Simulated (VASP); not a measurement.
The system is TiTe2.

```
CELL_PARAMETERS angstrom
1.88006 1.08545 6.81515
-1.88006 1.08545 6.81515
0.00000 -2.17091 6.81515
ATOMIC_POSITIONS crystal
Ti 0.99969 0.99969 0.99969
Te 0.41913 0.41913 0.41913
Te 0.24784 0.24784 0.24784
```

Base run:

```yaml
Program: VASP 6.6.1
Functional: PBEsol
Potentials_or_basis: VASP PAW PBE potentials, release 64 (Ti_sv, Te)
Cutoff: 500 eV
k_mesh: 6 × 6 × 6
Occupations: fermi-dirac, width 0.02 eV
Spin: no spin polarisation
```

Its results: band gap on the k mesh zero (bands 12 and 13 overlap by 0.54 eV); pressure -1.9 GPa; largest force 0.037 eV/Å.

The run is repeated on the same cell with these changes: functional from PBEsol to PBE; k mesh from 6 × 6 × 6 to 3 × 3 × 3. What comes out?

Band gap on the k mesh zero (bands 12 and 13 overlap by 0.44 eV); pressure 1.7 GPa; largest force 0.121 eV/Å.

Several settings changed at once.

Caveats: some runs use coarse meshes; spin-orbit coupling is left out, which moves the levels of the heavy elements; the PAW data sets were made with another functional, which shifts forces and pressure a little (at least some runs).
